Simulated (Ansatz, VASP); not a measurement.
Si: VASP beside Ansatz

```
CELL_PARAMETERS angstrom
-3.28369 3.28369 3.28369
3.28369 -3.28369 3.28369
3.28369 3.28369 -3.28369
ATOMIC_POSITIONS crystal
Si 0.16932 0.16932 0.16932
Si 0.50000 0.00000 0.29552
Si 0.29552 0.50000 0.00000
Si 0.00000 0.29552 0.50000
Si 0.79552 0.79552 0.79552
Si 0.50000 0.00000 0.70448
Si 0.70448 0.50000 0.00000
Si 0.00000 0.70448 0.50000
```

Alike in both runs: task single point; functional LDA; k mesh 8 × 8 × 8; occupations gaussian, width 0.15 eV; no spin polarisation.

|  | VASP | Ansatz |
| --- | --- | --- |
| version | VASP 6.6.1 | Ansatz 0.2.0 |
| potentials or method | VASP PAW LDA potentials, release 64 (Si), cutoff 520 eV | scalar-relativistic, plane waves, PAW |
| valence electrons in the cell | 32 | 32 |

```tsv
	VASP	Ansatz	Ansatz less VASP
gap on the k mesh at the Fermi level (eV)	none	none	-
pressure (GPa)	1.5	1.5	-0.05
traceless stress, the component that is largest in VASP (GPa)	2.07	2.07	-0.005
rms of the force components (eV/Å)	0.776	0.774	-0.0024
```

LDA's correlation is that of Perdew and Zunger in VASP and of Perdew and Wang (1992) in Ansatz. Atom by atom the forces differ by 0.005 eV/Å (rms over components). A gap of «none» marks a metal or a gap that the smearing closes.
